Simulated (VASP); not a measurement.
# PbSe in VASP: single point with PBEsol

Aim: the single point of PbSe with PBEsol.

Program: VASP 6.6.1. These are calculated values, not measurements. Logs are shortened: lines on timing, memory, paths and dates and some standing lists are left out, and cuts for length are marked.

**1. The cell of the first run**

The cell holds a slab with vacuum, 4 atoms: a = 4.415 Å, b = 4.415 Å, c = 12.399 Å, α = 100.23°, β = 100.23°, γ = 90.13°.

**2. Single point, PBEsol**

Contents of INCAR:

```
SYSTEM = PbSe
ALGO     = Normal         ! electronic algorithm
EDIFF    = 1E-6           ! SCF threshold, eV
ENCUT    = 520            ! plane-wave cutoff, eV
GGA      = PS             ! functional
ISIF     = 2              ! what is computed and relaxed
ISMEAR   = 1              ! smearing method
LASPH    = .True.         ! aspherical terms in the spheres
LCHARG   = .False.        ! write CHGCAR
LREAL    = .False.        ! projectors in reciprocal space
LWAVE    = .False.        ! write WAVECAR
NBANDS   = 28             ! bands
NELM     = 60             ! most SCF steps
PREC     = Accurate       ! precision mode
SIGMA    = 0.1            ! smearing width, eV
```

Contents of KPOINTS:

```
k-points
0
Gamma
  6 6 2
  0 0 0
```

Contents of POSCAR:

```
PbSe
1.0
    4.4148900000      0.0000000000      0.0000000000
   -0.0103100000      4.4148800000      0.0000000000
   -2.2022900000     -2.2074400000     12.0008000000
Pb Se
2 2
Direct
    0.8001900000      0.8145500000      0.6176200000
    0.1927000000      0.1931600000      0.3815600000
    0.3001100000      0.3157300000      0.6220400000
    0.6768500000      0.7126700000      0.3768100000
```

Potentials or basis: VASP PAW PBE potentials, release 64 (Pb_d, Se).

Command:

```bash
cat potpaw_PBE.64/Pb_d/POTCAR potpaw_PBE.64/Se/POTCAR > POTCAR
mpirun -np 1 vasp_std > vasp.out
```

OUTCAR:

```text
SYSTEM = PbSe
   EDIFF = 1E-6
   ENCUT = 520
   GGA = PS
   ISIF = 2
   ISMEAR = 1
   LASPH = .True.
   LREAL = .False.
   NELM = 60
   PREC = Accurate

 ion  position               nearest neighbor table
   1  0.800  0.815  0.618-   4 2.89   3 3.11   3 3.12   3 3.13   3 3.13
   2  0.193  0.193  0.382-   3 2.89   4 3.02   4 3.09   4 3.15   4 3.24
   3  0.300  0.316  0.622-   2 2.89   1 3.11   1 3.12   1 3.13   1 3.13
   4  0.677  0.713  0.377-   1 2.89   2 3.02   2 3.09   2 3.15   2 3.24

  LATTYP: Found a face centered orthorhombic cell.
 ALAT       =     6.2363042253
 B/A-ratio  =     1.0023380111
 C/A-ratio  =     3.8486897260

  Lattice vectors:

 A1 = (  -2.2126000000,   2.2074400000,  12.0008000000)
 A2 = (   2.2022900000,   2.2074400000,  12.0008000000)
 A3 = (  -0.0103100000,   4.4148800000,   0.0000000000)

Analysis of symmetry for initial positions (statically):
=====================================================================
 Subroutine PRICEL returns:
 Original cell was already a primitive cell.

 Routine SETGRP: Setting up the symmetry group for a
 face centered orthorhombic supercell.

 Subroutine GETGRP returns: Found  1 space group operations
 (whereof  1 operations were pure point group operations)
 out of a pool of  8 trial point group operations.

The static configuration has the point symmetry C_1 .

Analysis of symmetry for dynamics (positions and initial velocities):
=====================================================================
 Subroutine PRICEL returns:
 Original cell was already a primitive cell.

 Routine SETGRP: Setting up the symmetry group for a
 face centered orthorhombic supercell.

 Subroutine GETGRP returns: Found  1 space group operations
 (whereof  1 operations were pure point group operations)
 out of a pool of  8 trial point group operations.

The dynamic configuration has the point symmetry C_1 .

 Subroutine INISYM returns: Found  1 space group operations
 (whereof  1 operations are pure point group operations),
 and found     1 'primitive' translations

----------------------------------------------------------------------------------------

                                     Primitive cell

  volume of cell :     233.9101

  direct lattice vectors                    reciprocal lattice vectors
     4.414890000  0.000000000  0.000000000     0.226506210  0.000528956  0.041663889
[... 111 lines left out ...]
   NELM   =     60;   NELMIN=  2; NELMDL= -5     # of ELM steps
   EDIFF  = 0.1E-05   stopping-criterion for ELM
   LREAL  =      F    real-space projection
   EDIFFG = 0.1E-04   stopping-criterion for IOM
   NSW    =      0    number of steps for IOM
   IBRION =     -1    ionic relax: 0-MD 1-quasi-New 2-CG
   NFREE  =      0    steps in history (QN), initial steepest desc. (CG)
   ISIF   =      2    stress and relaxation
   ISYM   =      2    0-nonsym 1-usesym 2-fastsym
   POTIM  = 0.5000    time-step for ionic-motion
   TEBEG  =    0.0;   TEEND  =   0.0 temperature during run
   PSTRESS=    0.0 pullay stress
   NELECT =      40.0000    total number of electrons
   NUPDOWN=      -1.0000    fix difference up-down
   EMIN   =  10.00;   EMAX   =-10.00  energy-range for DOS
   EFERMI =   0.00;   METHOD = LEGACY
   ISMEAR =     1;   SIGMA  =   0.10  broadening in eV -4-tet -1-fermi 0-gaus
   EFERMI_NEDOS =   21; number of points for ismear=-14 and -15
   IALGO  =     38    algorithm
   IMIX   =      4    mixing-type and parameters
     AMIX     =   0.40;   BMIX     =  1.00
     AMIX_MAG =   1.60;   BMIX_MAG =  1.00
  volume/ion in A,a.u.               =      58.48       394.63
  Fermi-wavevector in a.u.,A,eV,Ry     =   0.908682  1.717160 11.234366  0.825703
  Thomas-Fermi vector in A             =   2.032637
   LORBIT       =      0    0 simple, 1 ext, 2 COOP (PROOUT), +10 PAW based schemes
   GGA     = PS    functional components
   LHFCALC =     F    Hartree Fock is set to
   AEXX    =    0.0000 exact exchange contribution
   IVDW    =     0    specifies the selected vdW correction
   LEPSILON=     F    determine dielectric tensor
   LRPA    =     F    only Hartree local field effects (RPA)
 non-spin polarized calculation
 Methfessel and Paxton  Order N= 1 SIGMA  =   0.10
  energy-cutoff  :      520.00
  volume of cell :      233.91
 maximum number of plane-waves:      6336
 NGX is ok and might be reduce to    36
   NGX = 17   NGY = 17   NGZ = 45

 number of electron      40.0000000 magnetization

 Free energy of the ion-electron system (eV)
  ---------------------------------------------------
  ext. energy  EPLUGINS =         0.00000000
  ---------------------------------------------------
  free energy    TOTEN  =       -17.29286355 eV

  energy without entropy =      -17.29617436  energy(sigma->0) =      -17.29396716

 E-fermi :  -0.2947     XC(G=0):  -5.6366

 val. band max:       -0.3295582978   @ k =   0.5000   0.0000   0.0000
 cond. band min:       1.1828574310   @ k =   0.5000   0.0000   0.0000
 fundamental gap:      1.5124157288
 Fermi energy:        -0.2946863071

 k-point     1 :       0.0000    0.0000    0.0000
  band No.  band energies     occupation
      1     -16.6486      2.00000
      2     -16.5656      2.00000
      3     -16.5607      2.00000
      4     -16.5539      2.00000
      5     -16.5536      2.00000
      6     -16.5455      2.00000
[... 733 lines left out ...]
     27       5.6213      0.00000
     28       5.9854      0.00000

 [... further k-points ...]

------------------------ aborting loop because EDIFF is reached ----------------------------------------

  FORCE on cell =-STRESS in cart. coord.  units (eV):
  Direction    XX          YY          ZZ          XY          YZ          ZX
  --------------------------------------------------------------------------------------
  -------------------------------------------------------------------------------------
  Total       -2.2954314     -2.3169779     -2.3253747      0.0038018      0.2063155      0.0288207
  in kB      -15.7226562    -15.8702399    -15.9277537      0.0260407      1.4131670      0.1974084
  external PRESSURE =     -15.8402166 kB  Pullay stress =       0.0000000 kB

 VOLUME and BASIS-vectors are now :
 -----------------------------------------------------------------------------
  energy-cutoff  :      520.00
  volume of cell :      233.91
      direct lattice vectors                 reciprocal lattice vectors
     4.414890000  0.000000000  0.000000000     0.226506210  0.000528956  0.041663889
    -0.010310000  4.414880000  0.000000000     0.000000000  0.226506723  0.041663889
    -2.202290000 -2.207440000 12.000800000     0.000000000  0.000000000  0.083327778

 POSITION                                       TOTAL-FORCE (eV/Angst)
 -----------------------------------------------------------------------------------
      2.16417      2.23278      7.41193         0.009709      0.002823     -0.453127
      0.00845      0.01051      4.57903        -0.010767     -0.000471      0.425227
     -0.04822      0.02079      7.46498         0.000439      0.067356     -0.342426
      2.15103      2.31457      4.52202         0.000619     -0.069708      0.370326
 -----------------------------------------------------------------------------------
    total drift:                                0.000375      0.000378      0.000342

  FREE ENERGIE OF THE ION-ELECTRON SYSTEM (eV)
  ---------------------------------------------------
  free  energy   TOTEN  =       -17.2928635545 eV

  energy  without entropy=      -17.2961743567  energy(sigma->0) =      -17.29396716
```

OSZICAR:

```text
N       E                     dE             d eps       ncg     rms          rms(c)
DAV:   1     0.387890144106E+03    0.38789E+03   -0.17231E+04  2248   0.125E+03
DAV:   2     0.281281815524E+02   -0.35976E+03   -0.35030E+03  2428   0.335E+02
DAV:   3    -0.160221484079E+02   -0.44150E+02   -0.43352E+02  2916   0.142E+02
DAV:   4    -0.180048753386E+02   -0.19827E+01   -0.19748E+01  2592   0.374E+01
DAV:   5    -0.180801989683E+02   -0.75324E-01   -0.75311E-01  3044   0.725E+00    0.390E+00
DAV:   6    -0.173401938229E+02    0.74001E+00   -0.16868E+00  3092   0.735E+00    0.206E+00
DAV:   7    -0.173074935088E+02    0.32700E-01   -0.34511E-01  2448   0.233E+00    0.118E+00
DAV:   8    -0.172937309982E+02    0.13763E-01   -0.52732E-02  2928   0.174E+00    0.296E-01
DAV:   9    -0.172908011303E+02    0.29299E-02   -0.99730E-03  3064   0.727E-01    0.133E-01
DAV:  10    -0.172890657048E+02    0.17354E-02   -0.37984E-03  2436   0.230E-01    0.502E-02
DAV:  11    -0.172897554513E+02   -0.68975E-03   -0.17488E-03  2336   0.147E-01    0.551E-02
DAV:  12    -0.172921168711E+02   -0.23614E-02   -0.65464E-04  2420   0.116E-01    0.301E-02
DAV:  13    -0.172926194971E+02   -0.50263E-03   -0.14064E-04  2484   0.769E-02    0.136E-02
DAV:  14    -0.172928576109E+02   -0.23811E-03   -0.51854E-05  2356   0.456E-02    0.629E-03
DAV:  15    -0.172928616039E+02   -0.39930E-05   -0.40191E-06  2372   0.137E-02    0.270E-03
DAV:  16    -0.172928632634E+02   -0.16595E-05   -0.11484E-06  1972   0.539E-03    0.121E-03
DAV:  17    -0.172928635545E+02   -0.29104E-06   -0.12078E-07  2008   0.299E-03
   1 F= -.17292864E+02 E0= -.17293967E+02  d E =0.331080E-02
```

Run time: 9 min. Hardware: 1 thread of AMD EPYC 7R13, shared host; peak memory 0.43 GiB.

What came out:

```
Free energy            : -17.2929 eV
Largest force          : 0.453 eV/Å
Band gap on the k mesh : 1.51 eV, direct
```

Forces in eV/Å, atoms in the order of the input:
```
Pb   0.010  0.003 -0.453
Pb  -0.011  0.000  0.425
Se   0.000  0.067 -0.342
Se   0.001 -0.070  0.370
```

Levels at points of the mesh, in eV from the valence-band top:
| k point | band 17 | band 18 | band 19 | band 20 | band 21 | band 22 | band 23 | band 24 |
| --- | --- | --- | --- | --- | --- | --- | --- | --- |
| (0.00, 0.00, 0.00) | -2.20 | -1.28 | -1.27 | -0.39 | 2.14 | 4.04 | 4.51 | 4.82 |
| (0.50, 0.00, 0.00) | -0.82 | -0.77 | -0.04 | 0.00 | 1.51 | 1.56 | 2.49 | 2.55 |
| (0.00, 0.50, 0.00) | -0.86 | -0.73 | -0.04 | -0.01 | 1.53 | 1.56 | 2.43 | 2.60 |
| (0.50, 0.50, 0.00) | -2.66 | -2.65 | -1.27 | -1.26 | 3.55 | 3.58 | 5.13 | 5.15 |
| (0.00, 0.00, 0.50) | -2.20 | -1.28 | -1.27 | -0.39 | 2.05 | 4.51 | 4.62 | 4.93 |
| (0.50, 0.00, 0.50) | -0.82 | -0.77 | -0.04 | 0.00 | 1.51 | 1.56 | 2.49 | 2.55 |
| (0.00, 0.50, 0.50) | -0.86 | -0.73 | -0.04 | -0.01 | 1.53 | 1.56 | 2.43 | 2.60 |
| (0.50, 0.50, 0.50) | -2.66 | -2.65 | -1.27 | -1.26 | 3.55 | 3.57 | 5.13 | 5.15 |

Caveat: the PAW data sets were made with another functional, which shifts forces and pressure a little; spin-orbit coupling is left out, which moves the levels of the heavy elements.
